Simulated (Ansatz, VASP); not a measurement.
One calculation of Si, two programs

The input INCAR:

```
  PREC = Accurate
  ENCUT = 520
  EDIFF = 1E-6
  ISMEAR = 0
  SIGMA = 0.15
  LREAL = F
  LASPH = T
  NELM = 60
  ALGO = Normal
  ISIF = 2
  LWAVE = F
  LCHARG = F
  GGA = CA
  NBANDS = 11
```

File KPOINTS:

```
Automatic mesh
0
Gamma
  24 24 14
```

The input POSCAR:

```
Si
1.0
    2.6510666862      0.0000000000      0.0000000000
   -1.3255333431      2.2958910974      0.0000000000
    0.0000000000      0.0000000000      4.5417424135
Si
2
Direct
    0.4068886313      0.6666666667      0.2500000000
    0.5931113687      0.3333333333      0.7500000000
```

Input for Ansatz:

```yaml
crystal:
  lattice:
    - [2.6510666862, 0.0, 0.0]
    - [-1.3255333431, 2.2958910974, 0.0]
    - [0.0, 0.0, 4.5417424135]
  atoms:
    - { symbol: Si, position: [0.4068886313, 0.6666666667, 0.25] }
    - { symbol: Si, position: [0.5931113687, 0.3333333333, 0.75] }
basis:
  ecutwfc: 420
kpoints:
  mp_grid: { grid: [24, 24, 14] }
hamiltonian:
  xc: lda
scf:
  occupations: { method: gaussian, width: 0.15 }
output:
  forces: true
  stress: true
  eigenvalues: true
```

Change from the starting cell: mode 1 (-109.2 1/cm) frozen in, largest displacement +0.195 Å.

Alike in both runs: task single point; functional LDA; k mesh 24 × 24 × 14; occupations gaussian, width 0.15 eV; no spin polarisation.

|  | VASP | Ansatz |
| --- | --- | --- |
| version | VASP 6.6.1 | Ansatz 0.2.0 |
| potentials or method | VASP PAW LDA potentials, release 64 (Si), cutoff 520 eV | scalar-relativistic, plane waves, PAW |
| valence electrons in the cell | 8 | 8 |

Ansatz gave:

```
gap on the k mesh at the Fermi level (eV)                     : none
pressure (GPa)                                                : 0.8
traceless stress, the component that is largest in VASP (GPa) : 0.50
rms of the force components (eV/Å)                            : 0.129
```

Problem. Estimate VASP's values.

Solution. gap on the k mesh at the Fermi level (eV): none; pressure (GPa): 0.8; traceless stress, the component that is largest in VASP (GPa): 0.49; rms of the force components (eV/Å): 0.129.

LDA's correlation is that of Perdew and Zunger in VASP and of Perdew and Wang (1992) in Ansatz. Atom by atom the forces differ by 0.000 eV/Å (rms over components). A gap of «none» marks a metal or a gap that the smearing closes.
